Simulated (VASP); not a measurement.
Wanted: the native input for a VASP 6.6.1 run.

| Item | Value |
| --- | --- |
| Task | single point |
| Functional | r2SCAN |
| Potentials or basis | VASP PAW PBE potentials, release 64 (In_d, As) |
| Cutoff | 520 eV |
| k mesh | 8 × 8 × 8 |
| Occupations | fermi-dirac, width 0.02 eV |
| Spin | no spin polarisation |
| Dipole correction | no |
| Further INCAR settings | ALGO = Normal; EDIFF = 1e-06; NBANDS = 16 |

Crystal: InAs.

```
CELL_PARAMETERS angstrom
0.00000 3.05459 3.05459
3.05459 0.00000 3.05459
3.05459 3.05459 0.00000
ATOMIC_POSITIONS crystal
In 0.00000 0.00000 0.00000
As 0.25000 0.25000 0.25000
```

The input as run:

POSCAR

```
InAs
1.0
    0.0000000000      3.0545904655      3.0545904655
    3.0545904655      0.0000000000      3.0545904655
    3.0545904655      3.0545904655      0.0000000000
In As
1 1
Direct
    0.0000000000      0.0000000000      0.0000000000
    0.2500000000      0.2500000000      0.2500000000
```

INCAR.step1

```
PREC = Accurate
ENCUT = 520
ISMEAR = -1
SIGMA = 0.02
LREAL = False
LASPH = True
NELM = 100
NBANDS = 16
GGA = PE
ALGO = Normal
EDIFF = 1E-4
LWAVE = True
LCHARG = False
```

INCAR.step2

```
PREC = Accurate
ENCUT = 520
EDIFF = 1E-6
ISMEAR = -1
SIGMA = 0.02
LREAL = False
LASPH = True
NELM = 100
ALGO = Normal
ISIF = 2
LWAVE = False
LCHARG = False
METAGGA = R2SCAN
LMIXTAU = True
NBANDS = 16
ISTART = 1
```

KPOINTS

```
regular mesh
0
Gamma
  8 8 8
```

Potentials or basis: VASP PAW PBE potentials, release 64 (In_d, As).

The run is started by

```sh
$ cat potpaw_PBE.64/In_d/POTCAR potpaw_PBE.64/As/POTCAR > POTCAR
$ cp INCAR.step1 INCAR
$ mpirun -np 1 vasp_std > vasp.out
$ cp INCAR.step2 INCAR
$ mpirun -np 1 vasp_std > vasp.out
```

Results of the run:

```yaml
Pressure: 0.0 GPa
Band_gap_on_the_k_mesh: 0.08 eV
```

Caveat: the PAW data sets were made with another functional, which shifts forces and pressure a little; spin-orbit coupling is left out, which moves the levels of the heavy elements.

Wall time 2.3 min on 1 thread of Intel Xeon 8259CL (shared host), peak memory 0.2 GiB.
